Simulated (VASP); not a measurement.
The system is HfC.

```xyz
2
Lattice="0.0000 2.3250 2.3250 2.3250 0.0000 2.3250 2.3250 2.3250 0.0000" Properties=species:S:1:pos:R:3 pbc="T T T"
Hf    2.3250    2.3250    2.3250
C     0.0000    0.0000    0.0000
```

```yaml
Program: VASP 6.6.1
Task: relaxation of cell and atoms
Functional: RPBE
Dispersion: D4
Potentials_or_basis: VASP PAW PBE potentials, release 64 (Hf_pv, C)
Cutoff: 600 eV
k_mesh: 10 × 10 × 10
Occupations: tetrahedron
Spin: no spin polarisation
Hubbard_terms: Hf d U = 3.0 eV
```

At the start: pressure 6.9 GPa; volume 12.57 Å³/atom.

Question: How do energy, volume and symmetry change on relaxing?

Answer: Over 4 steps the energy falls by 7.9 meV/atom and the volume is 12.94 Å³/atom (+2.9 %); space group Fm-3m (No. 225, to 0.05 Å).

The path:
```csv
step,energy change (eV),largest force (eV/Å),pressure (GPa),volume (Å³)
1,0.0000,0.0000,6.90,25.14
2,0.0249,0.0000,-9.80,27.16
3,-0.0157,0.0000,-0.16,25.89
4,-0.0157,0.0000,0.03,25.87
```

Final structure:
```cif
data_structure
_symmetry_space_group_name_H-M 'P 1'
_symmetry_Int_Tables_number 1
_cell_length_a 3.3199
_cell_length_b 3.3199
_cell_length_c 3.3199
_cell_angle_alpha 60.000
_cell_angle_beta 60.000
_cell_angle_gamma 60.000
_cell_volume 25.87
loop_
_atom_site_label
_atom_site_type_symbol
_atom_site_fract_x
_atom_site_fract_y
_atom_site_fract_z
_atom_site_occupancy
Hf1 Hf 0.50000 0.50000 0.50000 1
C1 C 0.00000 0.00000 0.00000 1
```

Caveat: the PAW data sets were made with another functional, which shifts forces and pressure a little; U without spin polarisation on a metal has little footing; pairwise dispersion overbinds metals, which lowers pressure and volume; the U is typed as a test and isn't derived for this compound; tetrahedron occupations give inexact forces and stress in metals.
